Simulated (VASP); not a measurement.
# Ir (P6_3/mmc) in VASP: further runs, part 2 of 2

VASP 6.6.1. Earlier steps stand in the parts before.

### Step 3. Single point, PBEsol (strain -0.030 along x and y, +0.030 along z)

Input file INCAR:

```
PREC = Accurate ; ENCUT = 520
EDIFF = 1E-7 ; ISMEAR = 0
SIGMA = 0.15 ; LREAL = F
LASPH = T ; NELM = 60
ALGO = Normal ; ISIF = 2
LWAVE = F ; LCHARG = F
GGA = PS ; NBANDS = 16
```

Input file KPOINTS:

```
regular mesh
0
Gamma
  18 18 12
```

Input file POSCAR:

```
Ir
1.0
    2.6688365577      0.0000000000      0.0000000000
   -1.3344182789      2.3112802576      0.0000000000
    0.0000000000      0.0000000000      4.5961587000
Ir
2
Direct
    0.6666666667      0.3333333333      0.7500000000
    0.3333333333      0.6666666667      0.2500000000
```

Potentials or basis: VASP PAW PBE potentials, release 64 (Ir).

Started as:

```
$ cat potpaw_PBE.64/Ir/POTCAR > POTCAR
$ mpirun -np 1 vasp_std > vasp.out
```

OUTCAR:

```text
PREC = Accurate
   ENCUT = 520
   EDIFF = 1E-7
   ISMEAR = 0
   LREAL = F
   LASPH = T
   NELM = 60
   ISIF = 2
   GGA = PS

 ion  position               nearest neighbor table
   1  0.667  0.333  0.750-   2 2.77   2 2.77   2 2.77   2 2.77   2 2.77   2 2.77
   2  0.333  0.667  0.250-   1 2.77   1 2.77   1 2.77   1 2.77   1 2.77   1 2.77

  LATTYP: Found a hexagonal cell.
 ALAT       =     2.6688365577
 C/A-ratio  =     1.7221581767

  Lattice vectors:

 A1 = (   2.6688365577,   0.0000000000,   0.0000000000)
 A2 = (  -1.3344182789,   2.3112802576,   0.0000000000)
 A3 = (   0.0000000000,   0.0000000000,   4.5961587000)

Analysis of symmetry for initial positions (statically):
=====================================================================
 Subroutine PRICEL returns:
 Original cell was already a primitive cell.

 Routine SETGRP: Setting up the symmetry group for a
 hexagonal supercell.

 Subroutine GETGRP returns: Found 24 space group operations
[... 156 lines left out ...]
   NGX =  9   NGY =  9   NGZ = 17

 number of electron      18.0000001 magnetization

 Free energy of the ion-electron system (eV)
  ---------------------------------------------------
  ext. energy  EPLUGINS =         0.00000000
  ---------------------------------------------------
  free energy    TOTEN  =       -19.41676795 eV

  energy without entropy =      -19.39221311  energy(sigma->0) =      -19.40449053

 E-fermi :  10.2524     XC(G=0): -14.0861

 val. band max:       10.2467462381   @ k =   0.0556  -0.0000   0.4167
 cond. band min:      10.2554446399   @ k =   0.4444   0.1111   0.1667
 fundamental gap:      0.0086984018
 Fermi energy:        10.2524454919

 k-point     1 :       0.0000    0.0000    0.0000
  band No.  band energies     occupation
      1      -0.9567      2.00000
      2       1.9410      2.00000
      3       5.7815      2.00000
      4       6.4865      2.00000
      5       6.4865      2.00000
      6       7.0115      2.00000
[... 433 lines left out ...]
      3       3.5187      2.00000
      4       6.2886      2.00000
      5       6.4223      2.00000
      6       6.6279      2.00000
[... 8 lines left out ...]
     15      20.7231      0.00000
     16      23.7763      0.00000

 [... further k-points ...]
[... 5 lines left out ...]
  --------------------------------------------------------------------------------------
  -------------------------------------------------------------------------------------
  Total        1.4892236      1.4892236     -2.6256224     -0.0000000      0.0000000      0.0000000
  in kB       84.1590609     84.1590609   -148.3792764     -0.0000000      0.0000000      0.0000000
  external PRESSURE =       6.6462818 kB  Pullay stress =       0.0000000 kB

 VOLUME and BASIS-vectors are now :
 -----------------------------------------------------------------------------
  energy-cutoff  :      520.00
  volume of cell :       28.35
      direct lattice vectors                 reciprocal lattice vectors
     2.668836558  0.000000000  0.000000000     0.374695107  0.216330321  0.000000000
    -1.334418279  2.311280258  0.000000000     0.000000000  0.432660642  0.000000000
     0.000000000  0.000000000  4.596158700     0.000000000  0.000000000  0.217572992

 POSITION                                       TOTAL-FORCE (eV/Angst)
 -----------------------------------------------------------------------------------
      1.33442      0.77043      3.44712         0.000000      0.000000      0.000000
     -0.00000      1.54085      1.14904        -0.000000     -0.000000      0.000000
 -----------------------------------------------------------------------------------
    total drift:                                0.000000     -0.000000     -0.000000

  FREE ENERGIE OF THE ION-ELECTRON SYSTEM (eV)
  ---------------------------------------------------
  free  energy   TOTEN  =       -19.4167679481 eV

  energy  without entropy=      -19.3922131139  energy(sigma->0) =      -19.40449053
```

OSZICAR:

```text
N       E                     dE             d eps       ncg     rms          rms(c)
DAV:   1     0.140699771745E+03    0.14070E+03   -0.85085E+03  8288   0.114E+03
DAV:   2    -0.169776589641E+02   -0.15768E+03   -0.14216E+03  8304   0.308E+02
DAV:   3    -0.206087051146E+02   -0.36310E+01   -0.35863E+01 11552   0.556E+01
DAV:   4    -0.206484693507E+02   -0.39764E-01   -0.39756E-01  9320   0.492E+00
DAV:   5    -0.206495863716E+02   -0.11170E-02   -0.11170E-02 11664   0.861E-01    0.227E+01
DAV:   6    -0.196199438495E+02    0.10296E+01   -0.12931E+00 10528   0.145E+01    0.912E+00
DAV:   7    -0.194306012249E+02    0.18934E+00   -0.39141E-01 11208   0.752E+00    0.209E+00
DAV:   8    -0.194240325090E+02    0.65687E-02   -0.54485E-03  9232   0.641E-01    0.142E+00
DAV:   9    -0.194167726997E+02    0.72598E-02   -0.58937E-03 10592   0.983E-01    0.238E-02
DAV:  10    -0.194167686250E+02    0.40747E-05   -0.39874E-05 12376   0.596E-02    0.217E-02
DAV:  11    -0.194167678254E+02    0.79960E-06   -0.49120E-06 10600   0.231E-02    0.340E-03
DAV:  12    -0.194167680048E+02   -0.17939E-06   -0.13533E-07  9584   0.363E-03    0.865E-04
DAV:  13    -0.194167679481E+02    0.56694E-07   -0.14390E-08  6392   0.113E-03
   1 F= -.19416768E+02 E0= -.19404491E+02  d E =-.245548E-01
```

Run time: 39 s. Hardware: 1 thread of Intel Xeon 6975P-C (Granite Rapids), shared host; peak memory 0.21 GiB.

What came out:

```yaml
Free_energy: -19.4168 eV
Pressure: 0.7 GPa
Band_gap_on_the_k_mesh: zero (band 9 reaches 11.63 eV, above the bottom of band 10 at 7.92 eV)
```

Levels at points of the mesh, in eV from the Fermi level:
```
           k point  band 5  band 6  band 7  band 8  band 9  band 10  band 11  band 12  band 13  band 14
(0.00, 0.00, 0.00)   -3.77   -3.24   -3.24   -1.79   -1.79    -1.37     0.40     0.40     6.28    14.66
(0.50, 0.00, 0.00)   -3.58   -3.24   -3.16    0.80    1.20     1.50     3.14     4.67     8.27     9.70
(0.00, 0.00, 0.50)   -3.77   -3.77   -3.77   -3.77   -0.34    -0.34    -0.34    -0.34    13.04    13.04
(0.50, 0.00, 0.50)   -1.81   -1.81   -0.89   -0.89    1.37     1.37     2.04     2.04     7.98     7.98
```

Caveat: the cell differs from its parent crystal (strain -0.030 along x and y, +0.030 along z); the PAW data sets were made with another functional, which shifts forces and pressure a little; spin-orbit coupling is left out, which moves the levels of the heavy elements.

### Step 4. Single point, PBEsol (strain +0.000 along x and y, -0.030 along z)

Input file INCAR:

```
SYSTEM = Ir
PREC = Accurate
ENCUT = 520
EDIFF = 1E-6
ISMEAR = 0
SIGMA = 0.15
LREAL = .FALSE.
LASPH = .TRUE.
NELM = 100
ALGO = Normal
ISIF = 2
LWAVE = .FALSE.
LCHARG = .FALSE.
GGA = PS
NBANDS = 16
```

Input file KPOINTS:

```
regular mesh
0
G
  18 18 12
  0 0 0
```

Input file POSCAR:

```
Ir
1.0
    2.7513778946      0.0000000000      0.0000000000
   -1.3756889473      2.3827631521      0.0000000000
    0.0000000000      0.0000000000      4.3284213000
Ir
2
Direct
    0.6666666667      0.3333333333      0.7500000000
    0.3333333333      0.6666666667      0.2500000000
```

Started as:

```
$ cat potpaw_PBE.64/Ir/POTCAR > POTCAR
$ mpirun -np 1 vasp_std > vasp.out
```

It took 30 s on 1 thread of Intel Xeon 6975P-C (Granite Rapids), shared host; peak memory 0.21 GiB.

Results (log left out):

- Free energy: -19.4770 eV
- Pressure: -0.4 GPa
- Band gap on the k mesh: zero (band 9 reaches 11.32 eV, above the bottom of band 10 at 7.97 eV)

Stress tensor (GPa, compression positive):
```
-4.41  0.00  0.00
 0.00 -4.41  0.00
 0.00  0.00  7.58
```

Levels at points of the mesh, in eV from the Fermi level:
| k point | band 6 | band 7 | band 8 | band 9 | band 10 | band 11 | band 12 | band 13 |
| --- | --- | --- | --- | --- | --- | --- | --- | --- |
| (0.00, 0.00, 0.00) | -3.18 | -3.18 | -2.69 | -2.69 | -0.61 | 0.22 | 0.22 | 7.39 |
| (0.50, 0.00, 0.00) | -3.46 | -2.86 | 0.47 | 0.96 | 1.08 | 2.81 | 4.19 | 8.25 |
| (0.00, 0.00, 0.50) | -4.12 | -4.12 | -4.12 | -0.50 | -0.50 | -0.50 | -0.50 | 13.60 |
| (0.50, 0.00, 0.50) | -2.32 | -1.07 | -1.07 | 0.77 | 0.77 | 1.94 | 1.94 | 7.50 |

Caveat: the cell differs from its parent crystal (strain +0.000 along x and y, -0.030 along z); the PAW data sets were made with another functional, which shifts forces and pressure a little; spin-orbit coupling is left out, which moves the levels of the heavy elements.

### Step 5. Overview

| cell | gap on the mesh (eV) | pressure (GPa) |
| --- | --- | --- |
| a = 2.710, b = 2.710, c = 4.395 Å, angles 90.0, 90.0, 120.0°, 2 atoms | none | 4.8 |
| a = 2.669, b = 2.669, c = 4.596 Å, angles 90.0, 90.0, 120.0°, 2 atoms | none | 0.7 |
| a = 2.751, b = 2.751, c = 4.328 Å, angles 90.0, 90.0, 120.0°, 2 atoms | none | -0.4 |

Alike in all rows: task single point; level PBEsol; potentials or basis VASP PAW PBE potentials, release 64 (Ir); no spin polarisation; k mesh 18 × 18 × 12; cutoff (eV) 520; smearing gaussian 0.15 eV.

Caveats: the PAW data sets were made with another functional, which shifts forces and pressure a little; spin-orbit coupling is left out, which moves the levels of the heavy elements.

Absolute energies hang on the potentials; compare differences alone.
